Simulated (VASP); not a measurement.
**MgCd3Te4: single point with PBE**

Crystal: MgCd3Te4.

```
Mg Cd Te
1.0
     6.59115    0.00000    0.00000
     0.00000    6.59115    0.00000
     0.00000    0.00000    6.59115
Mg Cd Te
1 3 4
Direct
  0.00000 0.00000 0.00000
  0.00000 0.50000 0.50000
  0.50000 0.00000 0.50000
  0.50000 0.50000 0.00000
  0.75271 0.75271 0.24729
  0.75271 0.24729 0.75271
  0.24729 0.75271 0.75271
  0.24729 0.24729 0.24729
```

| Item | Value |
| --- | --- |
| Program | VASP 6.6.1 |
| Task | single point |
| Functional | PBE |
| Potentials or basis | VASP PAW PBE potentials, release 64 (Mg, Cd, Te) |
| Cutoff | 520 eV |
| k mesh | 4 × 4 × 4 |
| Occupations | gaussian, width 0.02 eV |
| Spin | no spin polarisation |
| Dipole correction | no |
| Further INCAR settings | ALGO = Normal; EDIFF = 1e-06; NBANDS = 41 |

```
Pressure               : 0.1 GPa
Largest force          : 0.021 eV/Å
Band gap on the k mesh : 1.00 eV, direct
```

Forces in eV/Å, atoms in the order of the input:
```
Mg   0.000  0.000  0.000
Cd   0.000  0.000  0.000
Cd   0.000  0.000  0.000
Cd   0.000  0.000  0.000
Te   0.012  0.012 -0.012
Te   0.012 -0.012  0.012
Te  -0.012  0.012  0.012
Te  -0.012 -0.012 -0.012
```

Levels at points of the mesh, in eV from the valence-band top:
| k point | band 29 | band 30 | band 31 | band 32 | band 33 | band 34 |
| --- | --- | --- | --- | --- | --- | --- |
| (0.00, 0.00, 0.00) | 0.00 | 0.00 | 0.00 | 1.00 | 2.58 | 2.58 |
| (0.50, 0.00, 0.00) | -0.96 | -0.80 | -0.80 | 2.97 | 3.08 | 3.52 |
| (0.50, 0.50, 0.00) | -0.69 | -0.67 | -0.50 | 3.09 | 3.19 | 3.19 |
| (0.50, 0.50, 0.50) | -0.53 | -0.53 | -0.53 | 1.88 | 1.88 | 1.88 |

Wall time 81 s on 1 thread of Intel(R) Xeon(R) 6975P-C (Granite Rapids) (shared host), peak memory 0.4 GiB.

Caveat: spin-orbit coupling is left out, which moves the levels of the heavy elements. Expect the measured gap to be larger: semilocal functionals such as PBE lack the derivative discontinuity.
